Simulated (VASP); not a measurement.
# Na3TeF (Pm-3m) in VASP: single point with PBE

Aim: the single point of Na3TeF with PBE.

Everything below comes from runs of VASP 6.6.1. Logs are shortened: lines on timing, memory, paths and dates and some standing lists are left out, and cuts for length are marked.

## (1) The cell of the first run

Symmetry: Pm-3m, No. 221, cubic system. The conventional cell has a = 4.733 Å, b = 4.733 Å, c = 4.733 Å, α = 90.00°, β = 90.00°, γ = 90.00°. Na (site symmetry 4/mmm) has 2 F at 2.37 Å within 3.1 Å. Within 4.4 Å of Te (site symmetry m-3m) lie 12 Na at 3.35 Å and 8 F at 4.10 Å. F (site symmetry m-3m) has 6 Na at 2.37 Å within 3.1 Å.

## (2) Single point, PBE

POSCAR

```
Na3TeF
1.0
    4.7326412623      0.0000000000      0.0000000000
    0.0000000000      4.7326412623      0.0000000000
    0.0000000000      0.0000000000      4.7326412623
Na Te F
3 1 1
Direct
    0.5000000000      0.0000000000      0.0000000000
    0.0000000000      0.5000000000      0.0000000000
    0.0000000000      0.0000000000      0.5000000000
    0.5000000000      0.5000000000      0.5000000000
    0.0000000000      0.0000000000      0.0000000000
```

INCAR.step1

```
SYSTEM = Na3TeF
PREC = Accurate
ENCUT = 520
EDIFF = 1E-6
ISMEAR = 0
SIGMA = 0.02
LREAL = .False.
LASPH = .True.
NELM = 100
ALGO = Normal
ISIF = 2
LWAVE = .False.
LCHARG = .True.
GGA = PE
NBANDS = 25
```

KPOINTS.step1

```
regular mesh
0
Gamma
  6 6 6
  0 0 0
```

INCAR.step2

```
SYSTEM = Na3TeF
PREC = Accurate
ENCUT = 520
EDIFF = 1E-6
ISMEAR = -5
SIGMA = 0.02
LREAL = .False.
LASPH = .True.
NELM = 100
ALGO = Normal
ISIF = 2
LWAVE = .False.
LCHARG = .False.
GGA = PE
LORBIT = 11
NEDOS = 2001
ICHARG = 11
```

KPOINTS.step2

```
regular mesh
0
Gamma
  9 9 9
  0 0 0
```

Potentials or basis: VASP PAW PBE potentials, release 64 (Na_pv, Te, F).

Started as:

```console
$ cat potpaw_PBE.64/Na_pv/POTCAR potpaw_PBE.64/Te/POTCAR potpaw_PBE.64/F/POTCAR > POTCAR
$ cp INCAR.step1 INCAR
$ cp KPOINTS.step1 KPOINTS
$ mpirun -np 1 vasp_std > vasp.out
$ cp INCAR.step2 INCAR
$ cp KPOINTS.step2 KPOINTS
$ mpirun -np 1 vasp_std > vasp.out
```

OUTCAR:

```text
SYSTEM = Na3TeF
   PREC = Accurate
   ENCUT = 520
   EDIFF = 1E-6
   ISMEAR = -5
   LREAL = .False.
   LASPH = .True.
   NELM = 100
   ISIF = 2
   GGA = PE
   LORBIT = 11
   ICHARG = 11

 ion  position               nearest neighbor table
   1  0.500  0.000  0.000-
   2  0.000  0.500  0.000-
   3  0.000  0.000  0.500-
   4  0.500  0.500  0.500-
   5  0.000  0.000  0.000-

  LATTYP: Found a simple cubic cell.
 ALAT       =     4.7326412623

  Lattice vectors:

 A1 = (   4.7326412623,   0.0000000000,   0.0000000000)
 A2 = (   0.0000000000,   4.7326412623,   0.0000000000)
 A3 = (   0.0000000000,   0.0000000000,   4.7326412623)

Analysis of symmetry for initial positions (statically):
=====================================================================
 Subroutine PRICEL returns:
 Original cell was already a primitive cell.

 Routine SETGRP: Setting up the symmetry group for a
 simple cubic supercell.

 Subroutine GETGRP returns: Found 48 space group operations
 (whereof 48 operations were pure point group operations)
 out of a pool of 48 trial point group operations.

The static configuration has the point symmetry O_h .

Analysis of symmetry for dynamics (positions and initial velocities):
=====================================================================
 Subroutine PRICEL returns:
 Original cell was already a primitive cell.

 Routine SETGRP: Setting up the symmetry group for a
 simple cubic supercell.

 Subroutine GETGRP returns: Found 48 space group operations
 (whereof 48 operations were pure point group operations)
 out of a pool of 48 trial point group operations.

The dynamic configuration has the point symmetry O_h .

 Subroutine INISYM returns: Found 48 space group operations
 (whereof 48 operations are pure point group operations),
 and found     1 'primitive' translations

----------------------------------------------------------------------------------------

                                     Primitive cell

  volume of cell :     106.0012

  direct lattice vectors                    reciprocal lattice vectors
     4.732641262  0.000000000  0.000000000     0.211298500  0.000000000  0.000000000
     0.000000000  4.732641262  0.000000000     0.000000000  0.211298500  0.000000000
     0.000000000  0.000000000  4.732641262     0.000000000  0.000000000  0.211298500

  length of vectors
     4.732641262  4.732641262  4.732641262     0.211298500  0.211298500  0.211298500

  position of ions in fractional coordinates (direct lattice)
     0.500000000  0.000000000  0.000000000
     0.000000000  0.500000000  0.000000000
     0.000000000  0.000000000  0.500000000
     0.500000000  0.500000000  0.500000000
     0.000000000  0.000000000  0.000000000

  ion indices of the primitive-cell ions
   primitive index   ion index
                 1           1
                 2           2
                 3           3
                 4           4
                 5           5

----------------------------------------------------------------------------------------

 KPOINTS: regular mesh

Automatic generation of k-mesh.
 Grid dimensions read from file:
 generate k-points for:    9    9    9

 Generating k-lattice:

  Cartesian coordinates                     Fractional coordinates (reciprocal lattice)
     0.023477611  0.000000000  0.000000000     0.111111111  0.000000000  0.000000000
     0.000000000  0.023477611  0.000000000     0.000000000  0.111111111  0.000000000
     0.000000000  0.000000000  0.023477611     0.000000000  0.000000000  0.111111111

  Length of vectors
     0.023477611  0.023477611  0.023477611

  Shift w.r.t. Gamma in fractional coordinates (k-lattice)
     0.000000000  0.000000000  0.000000000

 TETIRR: Found    353 inequivalent tetrahedra from     4374

 Subroutine IBZKPT returns following result:
 ===========================================

 Found     35 irreducible k-points:

 Following reciprocal coordinates:
            Coordinates               Weight
  0.000000  0.000000  0.000000      1.000000
  0.111111  0.000000  0.000000      6.000000
  0.222222  0.000000  0.000000      6.000000
  0.333333  0.000000  0.000000      6.000000
  0.444444  0.000000  0.000000      6.000000
  0.111111  0.111111  0.000000     12.000000
[... 16 lines left out ...]
  0.333333  0.333333  0.111111     24.000000
  0.444444  0.333333  0.111111     48.000000
 [... further k-points ...]
   k-points           NKPTS =     35   k-points in BZ     NKDIM =     35   number of bands    NBANDS=     21
   number of dos      NEDOS =   2001   number of ions     NIONS =      5
   total plane-waves  NPLWV =  46656
   dimension x,y,z NGX =    36 NGY =   36 NGZ =   36
   dimension x,y,z NGXF=    72 NGYF=   72 NGZF=   72
   ions per type =               3   1   1
   NGX,Y,Z   is equivalent  to a cutoff of  12.65, 12.65, 12.65 a.u.
   NGXF,Y,Z  is equivalent  to a cutoff of  25.29, 25.29, 25.29 a.u.
 SYSTEM =  Na3TeF
   PREC   = accura    normal or accurate (medium, high low for compatibility)
   ISTART =      0    job   : 0-new  1-cont  2-samecut
   ICHARG =     11    charge: 1-file 2-atom 10-const
   ISPIN  =      1    spin polarized calculation?
   LNONCOLLINEAR =      F non collinear calculations
   LSORBIT =      F    spin-orbit coupling
   LASPH  =      T    aspherical Exc in radial PAW
   ENCUT  =  520.0 eV  38.22 Ry    6.18 a.u.   8.80  8.80  8.80*2*pi/ulx,y,z
   NELM   =    100;   NELMIN=  2; NELMDL=  0     # of ELM steps
   EDIFF  = 0.1E-05   stopping-criterion for ELM
   LREAL  =      F    real-space projection
   EDIFFG = 0.1E-04   stopping-criterion for IOM
   NSW    =      0    number of steps for IOM
   IBRION =     -1    ionic relax: 0-MD 1-quasi-New 2-CG
   NFREE  =      0    steps in history (QN), initial steepest desc. (CG)
   ISIF   =      2    stress and relaxation
   ISYM   =      2    0-nonsym 1-usesym 2-fastsym
   POTIM  = 0.5000    time-step for ionic-motion
   TEBEG  =    0.0;   TEEND  =   0.0 temperature during run
   PSTRESS=    0.0 pullay stress
   NELECT =      34.0000    total number of electrons
   NUPDOWN=      -1.0000    fix difference up-down
   EMIN   =  10.00;   EMAX   =-10.00  energy-range for DOS
   EFERMI =   0.00;   METHOD = LEGACY
   ISMEAR =    -5;   SIGMA  =   0.02  broadening in eV -4-tet -1-fermi 0-gaus
   EFERMI_NEDOS =   21; number of points for ismear=-14 and -15
   IALGO  =     38    algorithm
   IMIX   =      4    mixing-type and parameters
     AMIX     =   0.40;   BMIX     =  1.00
     AMIX_MAG =   1.60;   BMIX_MAG =  1.00
  volume/ion in A,a.u.               =      21.20       143.07
  Fermi-wavevector in a.u.,A,eV,Ry     =   1.120635  2.117693 17.086509  1.255823
  Thomas-Fermi vector in A             =   2.257283
   LORBIT       =     11    0 simple, 1 ext, 2 COOP (PROOUT), +10 PAW based schemes
   GGA     = PE    functional components
   LHFCALC =     F    Hartree Fock is set to
   AEXX    =    0.0000 exact exchange contribution
   IVDW    =     0    specifies the selected vdW correction
   LEPSILON=     F    determine dielectric tensor
   LRPA    =     F    only Hartree local field effects (RPA)
 non-spin polarized calculation
 Fermi weights with tetrahedron method with Bloechl corrections
  energy-cutoff  :      520.00
  volume of cell :      106.00
 maximum number of plane-waves:      2897
 NGX is ok and might be reduce to    36

 number of electron      34.0000010 magnetization

 Free energy of the ion-electron system (eV)
  ---------------------------------------------------
  ext. energy  EPLUGINS =         0.00000000
  ---------------------------------------------------
  free energy    TOTEN  =       -17.11313358 eV

  energy without entropy =      -17.11313358  energy(sigma->0) =      -17.11313358

 E-fermi :   1.9636     XC(G=0):  -8.4499

 val. band max:        1.9508701000   @ k =   0.4444   0.4444   0.0000
 cond. band min:       4.0585912283   @ k =   0.0000   0.0000   0.0000
 fundamental gap:      2.1077211283
 Fermi energy:         1.9635941823

 k-point     1 :       0.0000    0.0000    0.0000
  band No.  band energies     occupation
      1     -21.2852      2.00000
      2     -21.2852      2.00000
      3     -21.2852      2.00000
      4     -21.2476      2.00000
      5     -21.2476      2.00000
      6     -21.2476      2.00000
[... 13 lines left out ...]
     20       6.0983      0.00000
     21      10.1965      0.00000

 k-point     2 :       0.1111    0.0000    0.0000
  band No.  band energies     occupation
      1     -21.2956      2.00000
      2     -21.2839      2.00000
      3     -21.2839      2.00000
      4     -21.2480      2.00000
      5     -21.2480      2.00000
      6     -21.2478      2.00000
[... 13 lines left out ...]
     20       6.4247      0.00000
     21       9.7065      0.00000

 k-point     3 :       0.2222    0.0000    0.0000
  band No.  band energies     occupation
      1     -21.3419      2.00000
      2     -21.2802      2.00000
      3     -21.2802      2.00000
      4     -21.2540      2.00000
      5     -21.2492      2.00000
      6     -21.2492      2.00000
[... 13 lines left out ...]
     20       7.3029      0.00000
     21       9.0460      0.00000

 k-point     4 :       0.3333    0.0000    0.0000
  band No.  band energies     occupation
      1     -21.4003      2.00000
      2     -21.2753      2.00000
      3     -21.2753      2.00000
      4     -21.2611      2.00000
      5     -21.2514      2.00000
      6     -21.2514      2.00000
[... 13 lines left out ...]
     20       8.0882      0.00000
     21       8.5526      0.00000

 k-point     5 :       0.4444    0.0000    0.0000
  band No.  band energies     occupation
      1     -21.4356      2.00000
      2     -21.2711      2.00000
      3     -21.2711      2.00000
      4     -21.2633      2.00000
      5     -21.2537      2.00000
      6     -21.2537      2.00000
[... 13 lines left out ...]
     20       8.0152      0.00000
     21       8.2936      0.00000

 k-point     6 :       0.1111    0.1111    0.0000
  band No.  band energies     occupation
      1     -21.3157      2.00000
      2     -21.2826      2.00000
      3     -21.2797      2.00000
      4     -21.2506      2.00000
      5     -21.2484      2.00000
      6     -21.2462      2.00000
[... 13 lines left out ...]
     20       6.5877      0.00000
     21       9.1893      0.00000

 k-point     7 :       0.2222    0.1111    0.0000
  band No.  band energies     occupation
      1     -21.3692      2.00000
      2     -21.2789      2.00000
      3     -21.2748      2.00000
      4     -21.2601      2.00000
      5     -21.2507      2.00000
      6     -21.2495      2.00000
[... 13 lines left out ...]
     20       7.3609      0.00000
     21       8.5123      0.00000
[... 291 lines left out ...]
      1     -21.4493      2.00000
      2     -21.2725      2.00000
      3     -21.2685      2.00000
      4     -21.2681      2.00000
      5     -21.2531      2.00000
      6     -21.2499      2.00000
[... 13 lines left out ...]
     20       7.7836      0.00000
     21       7.9823      0.00000

 k-point    21 :       0.3333    0.2222    0.1111
  band No.  band energies     occupation
      1     -21.5019      2.00000
      2     -21.2739      2.00000
      3     -21.2687      2.00000
      4     -21.2659      2.00000
      5     -21.2548      2.00000
      6     -21.2473      2.00000
[... 13 lines left out ...]
     20       7.8284      0.00000
     21       8.0019      0.00000

 k-point    22 :       0.4444    0.2222    0.1111
  band No.  band energies     occupation
      1     -21.5328      2.00000
      2     -21.2764      2.00000
      3     -21.2662      2.00000
      4     -21.2651      2.00000
      5     -21.2564      2.00000
      6     -21.2450      2.00000
[... 13 lines left out ...]
     20       7.6416      0.00000
     21       7.9647      0.00000

 k-point    23 :       0.3333    0.3333    0.1111
  band No.  band energies     occupation
      1     -21.5520      2.00000
      2     -21.2796      2.00000
      3     -21.2671      2.00000
      4     -21.2651      2.00000
      5     -21.2513      2.00000
      6     -21.2464      2.00000
[... 13 lines left out ...]
     20       8.0488      0.00000
     21       8.0519      0.00000

 k-point    24 :       0.4444    0.3333    0.1111
  band No.  band energies     occupation
      1     -21.5814      2.00000
      2     -21.2828      2.00000
      3     -21.2659      2.00000
      4     -21.2653      2.00000
      5     -21.2499      2.00000
      6     -21.2446      2.00000
[... 13 lines left out ...]
     20       7.7379      0.00000
     21       8.1298      0.00000

 [... further k-points ...]

------------------------ aborting loop because EDIFF is reached ----------------------------------------

  FORCE on cell =-STRESS in cart. coord.  units (eV):
  Direction    XX          YY          ZZ          XY          YZ          ZX
  --------------------------------------------------------------------------------------
  -------------------------------------------------------------------------------------
  Total       -0.0246325     -0.0246325     -0.0246325      0.0000000     -0.0000000      0.0000000
  in kB       -0.3723136     -0.3723136     -0.3723136      0.0000000     -0.0000000      0.0000000
  external PRESSURE =      -0.3723136 kB  Pullay stress =       0.0000000 kB

 VOLUME and BASIS-vectors are now :
 -----------------------------------------------------------------------------
  energy-cutoff  :      520.00
  volume of cell :      106.00
      direct lattice vectors                 reciprocal lattice vectors
     4.732641262  0.000000000  0.000000000     0.211298500  0.000000000  0.000000000
     0.000000000  4.732641262  0.000000000     0.000000000  0.211298500  0.000000000
     0.000000000  0.000000000  4.732641262     0.000000000  0.000000000  0.211298500

 POSITION                                       TOTAL-FORCE (eV/Angst)
 -----------------------------------------------------------------------------------
      2.36632      0.00000      0.00000         0.000000      0.000000      0.000000
      0.00000      2.36632      0.00000         0.000000      0.000000      0.000000
      0.00000      0.00000      2.36632         0.000000      0.000000      0.000000
      2.36632      2.36632      2.36632         0.000000      0.000000      0.000000
      0.00000      0.00000      0.00000         0.000000      0.000000      0.000000
 -----------------------------------------------------------------------------------
    total drift:                                0.000000      0.000000     -0.000000

  FREE ENERGIE OF THE ION-ELECTRON SYSTEM (eV)
  ---------------------------------------------------
  free  energy   TOTEN  =       -17.1131335826 eV

  energy  without entropy=      -17.1131335826  energy(sigma->0) =      -17.11313358

 total charge

# of ion       s       p       d       tot
------------------------------------------
    1        0.053   5.981   0.000   6.034
    2        0.053   5.981   0.000   6.034
    3        0.053   5.981   0.000   6.034
    4        1.334   2.111   0.002   3.448
    5        1.731   4.361   0.000   6.092
--------------------------------------------------
tot          3.225  24.415   0.002  27.643
```

It took 57 s on 1 thread of Intel Xeon Platinum 8488C (Sapphire Rapids), shared host; peak memory 0.23 GiB.

What came out:

```yaml
Valence_electrons_inside_the_program's_atomic_spheres: Na 6.03; Te 3.45; F 6.09
```

Caveat: spin-orbit coupling is left out, which moves the levels of the heavy elements.
